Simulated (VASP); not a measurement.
Set up this calculation in VASP 6.6.1, as the native input.

| Item | Value |
| --- | --- |
| Task | single point |
| Functional | PBE |
| Potentials or basis | VASP PAW PBE potentials, release 64 (Pt, Se) |
| Cutoff | 520 eV |
| k mesh | 8 × 8 × 5 |
| Occupations | gaussian, width 0.018 eV |
| Spin | no spin polarisation |
| Dipole correction | no |
| Further INCAR settings | ALGO = Normal; EDIFF = 1e-07; NBANDS = 18 |

The structure of PtSe2 (Sudovikovite) lies in POSCAR:

```
PtSe2
1.0
    3.7240000000      0.0000000000      0.0000000000
   -1.8620000000      3.2250786037      0.0000000000
    0.0000000000      0.0000000000      5.0620000000
Pt Se
1 2
Direct
    0.0000000000      0.0000000000      0.0000000000
    0.6666666667      0.3333333333      0.7500000000
    0.3333333333      0.6666666667      0.2500000000
```

The input as run:

INCAR

```
SYSTEM = PtSe2
PREC     = Accurate       ! precision mode
ENCUT    = 520            ! plane-wave cutoff, eV
EDIFF    = 1E-7           ! SCF threshold, eV
ISMEAR   = 0              ! smearing method
SIGMA    = 0.018000000000000002 ! smearing width, eV
LREAL    = .FALSE.        ! projectors in reciprocal space
LASPH    = .TRUE.         ! aspherical terms in the spheres
NELM     = 60             ! most SCF steps
ALGO     = Normal         ! electronic algorithm
ISIF     = 2              ! what is computed and relaxed
LWAVE    = .FALSE.        ! write WAVECAR
LCHARG   = .TRUE.         ! write CHGCAR
GGA      = PE             ! functional
LELF     = .TRUE.         ! ELF
LVHAR    = .TRUE.       
NBANDS   = 18             ! bands
```

KPOINTS

```
regular mesh
0
G
  8 8 5
  0 0 0
```

Potentials or basis: VASP PAW PBE potentials, release 64 (Pt, Se).

Launch:

```console
$ cat potpaw_PBE.64/Pt/POTCAR potpaw_PBE.64/Se/POTCAR > POTCAR
$ mpirun -np 1 vasp_std > vasp.out
```

Results of the run:

- Pressure: 7.3 GPa
- Largest force: 0.575 eV/Å
- Band gap on the k mesh: zero (band 11 reaches 6.95 eV, above the bottom of band 12 at 6.65 eV)

Caveat: spin-orbit coupling is left out, which moves the levels of the heavy elements.

It took 60 s on 1 thread of Intel(R) Xeon(R) Platinum 8259CL CPU @ 2.50GHz (Skylake/Cascade Lake) (shared host), peak memory 0.2 GiB.
